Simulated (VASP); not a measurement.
Runs of VASP 6.6.1 on BAs. The structure is that of space group F-43m (No. 216), or close to it. The cells are those of the table. 

```csv
task,level,potentials or basis,cell,k mesh,gap on the mesh (eV),pressure (GPa)
electric field gradients,r2SCAN,"VASP PAW PBE potentials, release 64 (B, As)","a = 3.350 Å, angles 60.0°, 2 atoms",11 × 11 × 11,1.37,4.7
single point,LDA,"VASP PAW LDA potentials, release 64 (B, As)","a = 3.408 Å, angles 60.0°, 2 atoms",8 × 8 × 8,1.16,-6.5
electric field gradients,LDA,"VASP PAW LDA potentials, release 64 (B, As)","a = 3.379 Å, angles 60.0°, 2 atoms",11 × 11 × 11,1.15,-3.2
single point,LDA,"VASP PAW LDA potentials, release 64 (B, As)","a = 3.464 Å, angles 60.0°, 2 atoms",11 × 11 × 11,(a),(b)
electric field gradients,LDA,"VASP PAW LDA potentials, release 64 (B, As)","a = 3.350 Å, angles 60.0°, 2 atoms",11 × 11 × 11,1.13,0.4
single point,LDA,"VASP PAW LDA potentials, release 64 (B, As)","a = 3.350 Å, angles 60.0°, 2 atoms",11 × 11 × 11,1.13,0.4
single point,LDA,"VASP PAW LDA potentials, release 64 (B, As)","a = 3.408 Å, angles 60.0°, 2 atoms",3 × 3 × 3,1.18,-4.4
electric field gradients,LDA,"VASP PAW LDA potentials, release 64 (B, As)","a = 3.435, b = 3.435, c = 3.358 Å, angles 60.7, 60.7, 58.5°, 2 atoms",11 × 11 × 11,0.85,-6.5
```

Alike in all rows: no spin polarisation; cutoff (eV) 520; smearing fermi-dirac 0.01 eV.

Question: Estimate the missing entries.

Answer: (a) 1.21; (b) -11.7.

Caveats: some runs use coarse meshes; the PAW data sets were made with another functional, which shifts forces and pressure a little (some runs).

A k mesh can miss the band edges, and the runs leave out spin-orbit coupling on As.
